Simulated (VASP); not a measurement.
Input of a VASP 6.6.1 run:

The input INCAR:

```
SYSTEM = SiSeF2
  PREC = Accurate
  ENCUT = 600
  EDIFF = 1E-6
  ISMEAR = 0
  SIGMA = 0.1
  LREAL = .False.
  LASPH = .True.
  NELM = 60
  ALGO = Normal
  ISIF = 3
  LWAVE = .False.
  LCHARG = .False.
  GGA = PE
  IBRION = 2
  NSW = 90
  EDIFFG = -0.04
```

KPOINTS

```
Automatic mesh
0
Gamma
  4 4 6
  0 0 0
```

Contents of POSCAR:

```
SiSeF2
1.0
    2.4980763710     -5.3567851537      0.0000000000
    2.4980763710      5.3567851537      0.0000000000
    0.0000000000      0.0000000000      2.7975756456
Si Se F
1 1 2
Direct
    0.0000000000      0.0000000000      0.0000000000
    0.5000000000      0.5000000000      0.5000000000
    0.8762424910      0.1237575090      0.5000000000
    0.1237575090      0.8762424910      0.5000000000
```

Potentials or basis: VASP PAW PBE potentials, release 64 (Si, Se, F).

Command:

```sh
$ cat potpaw_PBE.64/Si/POTCAR potpaw_PBE.64/Se/POTCAR potpaw_PBE.64/F/POTCAR > POTCAR
$ mpirun -np 1 vasp_std > vasp.out
```

Predict the relaxed volume.

19.07 Å³/atom.

Predict the band gap on the k mesh.

zero (bands 12 and 13 overlap by 1.25 eV).

Final structure:
```cif
data_structure
_symmetry_space_group_name_H-M 'P 1'
_symmetry_Int_Tables_number 1
_cell_length_a 5.8996
_cell_length_b 5.8996
_cell_length_c 2.8084
_cell_angle_alpha 90.000
_cell_angle_beta 90.000
_cell_angle_gamma 128.723
_cell_volume 76.26
loop_
_atom_site_label
_atom_site_type_symbol
_atom_site_fract_x
_atom_site_fract_y
_atom_site_fract_z
_atom_site_occupancy
Si1 Si 0.00000 0.00000 0.00000 1
Se1 Se 0.50000 0.50000 0.50000 1
F1 F 0.87726 0.12274 0.50000 1
F2 F 0.12274 0.87726 0.50000 1
```

Caveat: the k points lie up to 0.37 Å⁻¹ apart in the final cell, too coarse for converged energies and pressures of a metal.
